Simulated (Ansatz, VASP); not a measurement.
# Two plane-wave programs on CuO

```
Cu O
1.0
     2.87950    0.00000    0.00000
     0.03907    2.87928    0.00000
     0.01750    0.01724    5.17634
Cu O
2 2
Direct
  0.50000 0.00000 0.50000
  0.00000 0.50000 0.00000
  0.00158 0.99833 0.25011
  0.99842 0.00167 0.74989
```

Alike in both runs: task single point; functional r2SCAN; k mesh 6 × 6 × 4; occupations gaussian, width 0.1 eV; collinear spin.

```csv
,VASP,Ansatz
version,VASP 6.6.1,Ansatz 0.2.0
potentials or method,"VASP PAW PBE potentials, release 64 (Cu, O), cutoff 520 eV","scalar-relativistic, plane waves, PAW"
valence electrons in the cell,34,50
```

```tsv
	VASP	Ansatz	Ansatz less VASP
gap on the k mesh at the Fermi level (eV)	none	none	-
pressure (GPa)	0.2	-0.2	-0.33
traceless stress, the component that is largest in VASP (GPa)	-1.27	-0.22	+1.052
rms of the force components (eV/Å)	0.005	0.006	+0.0006
net moment per atom (μB)	0.00	0.00	0.000
size of the moment on the site where the two differ most (μB)	0.00	0.55	+0.555
```

VASP's potentials were made for PBE, not for r2SCAN. Site moments also hang on the region over which each program counts them. Atom by atom the forces differ by 0.002 eV/Å (rms over components). A gap of «none» marks a metal or a gap that the smearing closes. VASP's potentials hold 34 valence electrons a cell and Ansatz's 50, so a difference there can come from the potentials and not from the codes. Ansatz's warnings: stability check not made.

The k mesh is coarse, so the values compare programs but aren't converged.
